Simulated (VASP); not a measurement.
# Pr4O in VASP: further runs

Pr4O is run at these levels: PBE; tasks: relaxation of cell and atoms, single point.

All numbers are computed with VASP 6.6.1; they aren't measurements. Logs are shortened: lines on timing, memory, paths and dates and some standing lists are left out, and cuts for length are marked.

**1. The cell of the first run**

The structure is cubic, space group Pm-3m (No. 221). Conventional cell: a = 5.173 Å, b = 5.173 Å, c = 5.173 Å, α = 90.00°, β = 90.00°, γ = 90.00°. Within 3.4 Å of Pr (site symmetry 4/mmm) lie 2 O at 2.59 Å. Within 4.8 Å of Pr (site symmetry m-3m) lie 12 Pr at 3.66 Å and 8 O at 4.48 Å. O (site symmetry m-3m) has 6 Pr at 2.59 Å within 3.4 Å.

The cell was built from a structure type or drawn by symmetry, and may not be a known phase.

**2. Relaxation of cell and atoms, PBE**

The input, INCAR:

```
PREC = Accurate
ENCUT = 600
EDIFF = 1E-7
ISMEAR = 0
SIGMA = 0.1
LREAL = F
LASPH = T
NELM = 200
ALGO = Normal
ISIF = 3
LWAVE = F
LCHARG = F
GGA = PE
IBRION = 2
NSW = 100
EDIFFG = -0.01
GGA_COMPAT = F
NELMIN = 4
LMAXMIX = 6
```

The input, KPOINTS:

```
Automatic mesh
0
Gamma
  8 8 8
```

The input, POSCAR:

```
Pr4O
1.0
    5.1733183747      0.0000000000      0.0000000000
    0.0000000000      5.1733183747      0.0000000000
    0.0000000000      0.0000000000      5.1733183747
Pr O
4 1
Direct
    0.0000000000      0.5000000000      0.5000000000
    0.5000000000      0.5000000000      0.0000000000
    0.5000000000      0.0000000000      0.5000000000
    0.0000000000      0.0000000000      0.0000000000
    0.5000000000      0.5000000000      0.5000000000
```

Potentials or basis: VASP PAW PBE potentials, release 64 (Pr_3, O), 4f in core.

On the command line:

```console
> cat potpaw_PBE.64/Pr_3/POTCAR potpaw_PBE.64/O/POTCAR > POTCAR
> mpirun -np 1 vasp_std > vasp.out
```

OUTCAR:

```text
PREC = Accurate
   ENCUT = 600
   EDIFF = 1E-7
   ISMEAR = 0
   LREAL = F
   LASPH = T
   NELM = 200
   ISIF = 3
   GGA = PE
   IBRION = 2
   NSW = 100
   EDIFFG = -0.01
   NELMIN = 4

 ion  position               nearest neighbor table
   1  0.000  0.500  0.500-   5 2.59   5 2.59   4 3.66   2 3.66   2 3.66   4 3.66   3 3.66   4 3.66
                             4 3.66   2 3.66   3 3.66   3 3.66   2 3.66   3 3.66
   2  0.500  0.500  0.000-   5 2.59   5 2.59   4 3.66   1 3.66   1 3.66   3 3.66   3 3.66   3 3.66
                             4 3.66   3 3.66   1 3.66   4 3.66   1 3.66   4 3.66
   3  0.500  0.000  0.500-   5 2.59   5 2.59   4 3.66   1 3.66   2 3.66   4 3.66   1 3.66   2 3.66
                             2 3.66   2 3.66   1 3.66   4 3.66   4 3.66   1 3.66
   4  0.000  0.000  0.000-   1 3.66   2 3.66   3 3.66   1 3.66   3 3.66   1 3.66   2 3.66   1 3.66
                             2 3.66   3 3.66   3 3.66   2 3.66
   5  0.500  0.500  0.500-   1 2.59   2 2.59   3 2.59   2 2.59   3 2.59   1 2.59

  LATTYP: Found a simple cubic cell.
 ALAT       =     5.1733183747

  Lattice vectors:

 A1 = (   5.1733183747,   0.0000000000,   0.0000000000)
 A2 = (   0.0000000000,   5.1733183747,   0.0000000000)
 A3 = (   0.0000000000,   0.0000000000,   5.1733183747)

Analysis of symmetry for initial positions (statically):
=====================================================================
 Subroutine PRICEL returns:
 Original cell was already a primitive cell.

 Routine SETGRP: Setting up the symmetry group for a
 simple cubic supercell.

 Subroutine GETGRP returns: Found 48 space group operations
 (whereof 48 operations were pure point group operations)
 out of a pool of 48 trial point group operations.

The static configuration has the point symmetry O_h .

Analysis of symmetry for dynamics (positions and initial velocities):
=====================================================================
 Subroutine PRICEL returns:
 Original cell was already a primitive cell.

 Routine SETGRP: Setting up the symmetry group for a
 simple cubic supercell.

 Subroutine GETGRP returns: Found 48 space group operations
 (whereof 48 operations were pure point group operations)
 out of a pool of 48 trial point group operations.

[... 167 lines left out ...]

 VOLUME and BASIS-vectors are now :
 -----------------------------------------------------------------------------
  energy-cutoff  :      600.00
  volume of cell :      138.45
      direct lattice vectors                 reciprocal lattice vectors
     5.173318375  0.000000000  0.000000000     0.193299528  0.000000000  0.000000000
     0.000000000  5.173318375  0.000000000     0.000000000  0.193299528  0.000000000
     0.000000000  0.000000000  5.173318375     0.000000000  0.000000000  0.193299528

 POSITION                                       TOTAL-FORCE (eV/Angst)
 -----------------------------------------------------------------------------------
      0.00000      2.58666      2.58666         0.000000      0.000000      0.000000
      2.58666      2.58666      0.00000         0.000000      0.000000      0.000000
      2.58666      0.00000      2.58666         0.000000      0.000000      0.000000
      0.00000      0.00000      0.00000         0.000000      0.000000      0.000000
      2.58666      2.58666      2.58666         0.000000      0.000000      0.000000
 -----------------------------------------------------------------------------------
    total drift:                                0.000000     -0.000000      0.000000

  FREE ENERGIE OF THE ION-ELECTRON SYSTEM (eV)
  ---------------------------------------------------
  free  energy   TOTEN  =       -29.2559638569 eV

  energy  without entropy=      -29.2318800461  energy(sigma->0) =      -29.24392195

--------------------------------------- Ionic step        2  -------------------------------------------

 number of electron      49.9999994 magnetization

 Free energy of the ion-electron system (eV)
  ---------------------------------------------------
  ext. energy  EPLUGINS =         0.00000000
  ---------------------------------------------------
  free energy    TOTEN  =       -29.25606373 eV

  energy without entropy =      -29.23188417  energy(sigma->0) =      -29.24397395

 E-fermi :   4.1335     XC(G=0): -10.0545

 val. band max:        4.1169685374   @ k =   0.5000   0.3750   0.0000
 cond. band min:       4.1577062162   @ k =   0.5000   0.3750   0.0000
 fundamental gap:      0.0407376788
 Fermi energy:         4.1334640001

 k-point     1 :       0.0000    0.0000    0.0000
  band No.  band energies     occupation
      1     -32.2224      2.00000
      2     -32.0284      2.00000
      3     -32.0284      2.00000
      4     -31.8748      2.00000
      5     -14.7415      2.00000
      6     -14.7415      2.00000
[... 781 lines left out ...]
     29       5.0507      0.00000
     30       5.4388      0.00000

 [... further k-points ...]

------------------------ aborting loop because EDIFF is reached ----------------------------------------

  FORCE on cell =-STRESS in cart. coord.  units (eV):
  Direction    XX          YY          ZZ          XY          YZ          ZX
  --------------------------------------------------------------------------------------
  -------------------------------------------------------------------------------------
  Total       -0.0291724     -0.0291724     -0.0291724      0.0000000      0.0000000     -0.0000000
  in kB       -0.3366041     -0.3366041     -0.3366041      0.0000000      0.0000000     -0.0000000
  external PRESSURE =      -0.3366041 kB  Pullay stress =       0.0000000 kB

 VOLUME and BASIS-vectors are now :
 -----------------------------------------------------------------------------
  energy-cutoff  :      600.00
  volume of cell :      138.86
      direct lattice vectors                 reciprocal lattice vectors
     5.178304235  0.000000000  0.000000000     0.193113412 -0.000000000  0.000000000
     0.000000000  5.178304235  0.000000000    -0.000000000  0.193113412 -0.000000000
    -0.000000000  0.000000000  5.178304235    -0.000000000 -0.000000000  0.193113412

 POSITION                                       TOTAL-FORCE (eV/Angst)
 -----------------------------------------------------------------------------------
      0.00000      2.58915      2.58915        -0.000000     -0.000000      0.000000
      2.58915      2.58915      0.00000         0.000000     -0.000000      0.000000
      2.58915      0.00000      2.58915         0.000000      0.000000      0.000000
      0.00000      0.00000      0.00000         0.000000     -0.000000      0.000000
      2.58915      2.58915      2.58915        -0.000000      0.000000      0.000000
 -----------------------------------------------------------------------------------
    total drift:                                0.000000     -0.000000      0.000000

  FREE ENERGIE OF THE ION-ELECTRON SYSTEM (eV)
  ---------------------------------------------------
  free  energy   TOTEN  =       -29.2560637267 eV

  energy  without entropy=      -29.2318841677  energy(sigma->0) =      -29.24397395

 reached required accuracy - stopping structural energy minimisation
```

CONTCAR:

```text
Pr4O
   1.00000000000000
     5.1783042350566530    0.0000000000000000    0.0000000000000000
     0.0000000000000000    5.1783042350566530    0.0000000000000000
    -0.0000000000000000    0.0000000000000000    5.1783042350566530
  Pr              O
     4     1
Direct
     0.0000000000000000    0.5000000000000000    0.5000000000000000
     0.5000000000000000    0.5000000000000000    0.0000000000000000
     0.5000000000000000    0.0000000000000000    0.5000000000000000
     0.0000000000000000    0.0000000000000000    0.0000000000000000
     0.5000000000000000    0.5000000000000000    0.5000000000000000

  0.00000000E+00  0.00000000E+00  0.00000000E+00
  0.00000000E+00  0.00000000E+00  0.00000000E+00
  0.00000000E+00  0.00000000E+00  0.00000000E+00
  0.00000000E+00  0.00000000E+00  0.00000000E+00
  0.00000000E+00  0.00000000E+00  0.00000000E+00
```

Wall time 5.3 min (1 thread of Intel Xeon Platinum 8259CL at 2.50GHz (Skylake/Cascade Lake), shared host); peak memory 0.37 GiB.

Results:

| Property | Result |
| --- | --- |
| Free energy | -29.2561 eV |
| Relaxed volume | 27.77 Å³/atom |
| Relaxed cell | a = 5.178 Å, b = 5.178 Å, c = 5.178 Å, α = 90.00°, β = 90.00°, γ = 90.00° |
| Space group after relaxing (to 0.1 Å) | Pm-3m (No. 221) |
| Energy gained by relaxing | 0.0 meV/atom |
| Ionic steps | 2 |
| Pressure after relaxing | 0.0 GPa |
| Band gap on the k mesh | zero (bands 25 and 26 overlap by 2.72 eV) |

Final structure:
```cif
data_structure
_symmetry_space_group_name_H-M 'P 1'
_symmetry_Int_Tables_number 1
_cell_length_a 5.1783
_cell_length_b 5.1783
_cell_length_c 5.1783
_cell_angle_alpha 90.000
_cell_angle_beta 90.000
_cell_angle_gamma 90.000
_cell_volume 138.86
loop_
_atom_site_label
_atom_site_type_symbol
_atom_site_fract_x
_atom_site_fract_y
_atom_site_fract_z
_atom_site_occupancy
Pr1 Pr 0.00000 0.50000 0.50000 1
Pr2 Pr 0.50000 0.50000 0.00000 1
Pr3 Pr 0.50000 0.00000 0.50000 1
Pr4 Pr 0.00000 0.00000 0.00000 1
O1 O 0.50000 0.50000 0.50000 1
```

Caveat: spin-orbit coupling is left out, which moves the levels of the heavy elements; the 4f electrons are frozen in the core, so they carry no moment and show no levels; the run has no spin polarisation, though such a crystal can be magnetic.

**3. Relaxation of cell and atoms, PBE**

This run uses another cell than the first one, of 27.75 Å³/atom.

The input, INCAR:

```
  PREC = Accurate
  ENCUT = 600
  EDIFF = 1E-7
  ISMEAR = -1
  SIGMA = 0.15
  LREAL = False
  LASPH = True
  NELM = 200
  ALGO = Normal
  ISIF = 3
  LWAVE = False
  LCHARG = False
  GGA = PE
  IBRION = 2
  NSW = 80
  EDIFFG = -0.001
  GGA_COMPAT = False
  NELMIN = 4
  LMAXMIX = 6
```

KPOINTS is that of step 2.

POSCAR, as its differences from that of step 2:

```diff
@@ -2,5 +2,5 @@
 1.0
-    5.1733183747      0.0000000000      0.0000000000
-    0.0000000000      5.1733183747      0.0000000000
-    0.0000000000      0.0000000000      5.1733183747
+    5.1768299054      0.0000000000      0.0000000000
+    0.0000000000      5.1768299054      0.0000000000
+    0.0000000000      0.0000000000      5.1768299054
 Pr O
```

Potentials or basis: VASP PAW PBE potentials, release 64 (Pr_3, O), 4f in core.

On the command line:

```console
> cat potpaw_PBE.64/Pr_3/POTCAR potpaw_PBE.64/O/POTCAR > POTCAR
> mpirun -np 1 vasp_std > vasp.out
```

It took 6.3 min on 1 thread of Intel Xeon Platinum 8259CL at 2.50GHz (Skylake/Cascade Lake), shared host; peak memory 0.37 GiB.

It converged, with:

```
Free energy                           : -29.4314 eV
Relaxed volume                        : 27.86 Å³/atom
Relaxed cell                          : a = 5.184 Å, b = 5.184 Å, c = 5.184 Å, α = 90.00°, β = 90.00°, γ = 90.00°
Space group after relaxing (to 0.1 Å) : Pm-3m (No. 221)
Energy gained by relaxing             : 0.1 meV/atom
Ionic steps                           : 3
Pressure after relaxing               : 0.0 GPa
Band gap on the k mesh                : zero (bands 25 and 26 overlap by 2.71 eV)
```

The path:
| step | energy change (eV) | largest force (eV/Å) | pressure (GPa) | volume (Å³) |
| --- | --- | --- | --- | --- |
| 1 | 0.0000 | 0.0000 | 0.21 | 138.74 |
| 2 | -0.0003 | 0.0000 | -0.06 | 139.48 |
| 3 | -0.0004 | 0.0000 | 0.00 | 139.30 |

Final structure:
```
CELL_PARAMETERS angstrom
5.18384 0.00000 0.00000
0.00000 5.18384 0.00000
0.00000 0.00000 5.18384
ATOMIC_POSITIONS crystal
Pr 0.00000 0.50000 0.50000
Pr 0.50000 0.50000 0.00000
Pr 0.50000 0.00000 0.50000
Pr 0.00000 0.00000 0.00000
O 0.50000 0.50000 0.50000
```

Levels at points of the mesh, in eV from the Fermi level:
```tsv
k point	band 23	band 24	band 25	band 26	band 27	band 28
(0.00, 0.00, 0.00)	-2.11	-1.51	-1.51	-1.51	1.39	1.39
(0.50, 0.00, 0.00)	-0.89	-0.46	-0.35	0.37	0.37	0.91
(0.50, 0.50, 0.00)	-0.19	-0.19	0.32	0.33	0.33	0.43
(0.50, 0.50, 0.50)	-1.14	-1.14	1.20	1.20	1.20	1.28
```

Caveat: spin-orbit coupling is left out, which moves the levels of the heavy elements; the 4f electrons are frozen in the core, so they carry no moment and show no levels; the run has no spin polarisation, though such a crystal can be magnetic. With open d or f shells a metallic result of PBE can be an artefact of self-interaction; +U or a hybrid may open a gap.

**4. Single point, PBE**

This run uses another cell than the first one: it holds 10 atoms, not 5.

The input, INCAR:

```
SYSTEM = Pr4O
ALGO     = Normal         ! electronic algorithm
EDIFF    = 1E-6           ! SCF threshold, eV
ENCUT    = 600            ! plane-wave cutoff, eV
GGA      = PE             ! functional
GGA_COMPAT= .False.      
ISIF     = 2              ! what is computed and relaxed
ISMEAR   = 0              ! smearing method
LASPH    = .True.         ! aspherical terms in the spheres
LCHARG   = .False.        ! write CHGCAR
LMAXMIX  = 6              ! l up to which the mixer works
LREAL    = .False.        ! projectors in reciprocal space
LWAVE    = .False.        ! write WAVECAR
NBANDS   = 61             ! bands
NELM     = 200            ! most SCF steps
PREC     = Accurate       ! precision mode
SIGMA    = 0.2            ! smearing width, eV
```

The input, KPOINTS:

```
k-points
0
Gamma
  4 4 2
  0 0 0
```

The input, POSCAR:

```
Pr4O
1.0
   -5.1725134034     -0.0000063108     -0.0000511341
   -0.0000504823     -0.0000525363     -5.1724272898
   -0.0000134688    -10.3443166968     -0.0000989769
Pr O
8 2
Direct
   -0.0000233727      0.4999733266      0.7500073775
    0.0000209291      0.4999928167      0.2500069573
    0.5000053726     -0.0000192655      0.7499924283
    0.5000227547      0.0000248566      0.2500010025
    0.4999948390      0.5000161712      0.9999999599
    0.4999864369      0.5000128030      0.4999969207
    0.9999985284      0.9999971130      1.0000017977
    0.9999951726      0.9999971524      0.4999949156
    0.4999558027      0.4999770149      0.7499985711
    0.5000435364      0.5000280111      0.2500000694
```

On the command line:

```console
> cat potpaw_PBE.64/Pr_3/POTCAR potpaw_PBE.64/O/POTCAR > POTCAR
> mpirun -np 1 vasp_std > vasp.out
```

It took 10 min on 1 thread of Intel Xeon Platinum 8259CL at 2.50GHz (Skylake/Cascade Lake), shared host; peak memory 0.57 GiB.

The run converged. Its results:

```yaml
Free_energy: -58.6198 eV
Pressure: 0.0 GPa
Band_gap_on_the_k_mesh: zero (bands 50 and 51 overlap by 1.72 eV)
```

Levels at points of the mesh, in eV from the Fermi level:
```
           k point  band 48  band 49  band 50  band 51  band 52  band 53
(0.00, 0.00, 0.00)    -1.48    -0.86    -0.45    -0.32     0.40     0.40
(0.50, 0.00, 0.00)    -0.14    -0.14     0.35     0.37     0.37     0.40
(0.00, 0.50, 0.00)    -0.14    -0.14     0.35     0.37     0.37     0.40
(0.50, 0.50, 0.00)    -0.14     0.35     0.37     0.37     0.47     0.81
(0.00, 0.00, 0.50)    -1.21    -0.89    -0.89    -0.89    -0.89     0.75
(0.50, 0.00, 0.50)    -0.06    -0.03    -0.03     0.18     0.18     0.38
(0.00, 0.50, 0.50)    -0.06    -0.03    -0.03     0.18     0.18     0.38
(0.50, 0.50, 0.50)    -0.81     0.83     0.83     0.93     0.93     0.93
```

Caveat: spin-orbit coupling is left out, which moves the levels of the heavy elements; the 4f electrons are frozen in the core, so they carry no moment and show no levels; the run has no spin polarisation, though such a crystal can be magnetic. Spin polarisation is off, so any magnetic state and its effect on volume and gap are missing.

**5. The runs side by side**

```tsv
task	cell	k mesh	smearing	gap on the mesh (eV)	pressure (GPa)	relaxed volume (Å³/atom)
relaxation of cell and atoms	relaxed from a = 5.173 Å, 5 atoms, atomic positions A	8 × 8 × 8	gaussian 0.1 eV	none	0.0	27.77
relaxation of cell and atoms	relaxed from a = 5.177 Å, 5 atoms, atomic positions A	8 × 8 × 8	fermi-dirac 0.15 eV	none	0.0	27.86
single point	a = 5.173, b = 5.172, c = 10.344 Å, 10 atoms, atomic positions B	4 × 4 × 2	gaussian 0.2 eV	none	0.0	-
```

Alike in all rows: level PBE; potentials or basis VASP PAW PBE potentials, release 64 (Pr_3, O), 4f in core; no spin polarisation; cutoff (eV) 600.

Caveats: spin-orbit coupling is left out, which moves the levels of the heavy elements; the 4f electrons are frozen in the core, so they carry no moment and show no levels; the run has no spin polarisation, though such a crystal can be magnetic.

Absolute energies hang on the potentials; compare differences alone.
